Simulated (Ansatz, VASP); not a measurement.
One calculation of Sr, two programs

INCAR

```
  PREC = Accurate
  ENCUT = 520
  EDIFF = 1E-6
  ISMEAR = 0
  SIGMA = 0.15
  LREAL = False
  LASPH = True
  NELM = 100
  ALGO = Fast
  ISIF = 2
  LWAVE = False
  LCHARG = False
  GGA = PS
  NBANDS = 11
```

Contents of KPOINTS:

```
Automatic mesh
0
Gamma
  14 14 14
```

File POSCAR:

```
Sr
1.0
   -2.4250000000      2.1521875000      2.4250000000
    2.4250000000     -2.1521875000      2.4250000000
    2.4250000000      2.1521875000     -2.4250000000
Sr
1
Direct
    0.0000000000      0.0000000000      0.0000000000
```

Input for Ansatz:

```yaml
crystal:
  lattice:
    - [-2.425, 2.1521875, 2.425]
    - [2.425, -2.1521875, 2.425]
    - [2.425, 2.1521875, -2.425]
  atoms:
    - { symbol: Sr, position: [0.0, 0.0, 0.0] }
basis:
  ecutwfc: 420
kpoints:
  mp_grid: { grid: [14, 14, 14] }
hamiltonian:
  xc: pbesol
scf:
  occupations: { method: gaussian, width: 0.15 }
output:
  forces: true
  stress: true
  eigenvalues: true
```

Change from the starting cell: strain -0.1125 x Voigt [0, 1, 0, 0, 0, 0], atoms carried along.

Alike in both runs: task single point; functional PBEsol; k mesh 14 × 14 × 14; occupations gaussian, width 0.15 eV; no spin polarisation.

|  | VASP | Ansatz |
| --- | --- | --- |
| version | VASP 6.6.1 | Ansatz 0.2.0 |
| potentials or method | VASP PAW PBE potentials, release 64 (Sr_sv), cutoff 520 eV | scalar-relativistic, plane waves, PAW |
| valence electrons in the cell | 10 | 10 |

|  | VASP | Ansatz | Ansatz less VASP |
| --- | --- | --- | --- |
| gap on the k mesh at the Fermi level (eV) | none | none | - |
| pressure (GPa) | 0.2 | 0.2 | -0.01 |
| traceless stress, the component that is largest in VASP (GPa) | 0.58 | 0.58 | -0.007 |

VASP's potentials were made for PBE, not for PBEsol. A gap of «none» marks a metal or a gap that the smearing closes.
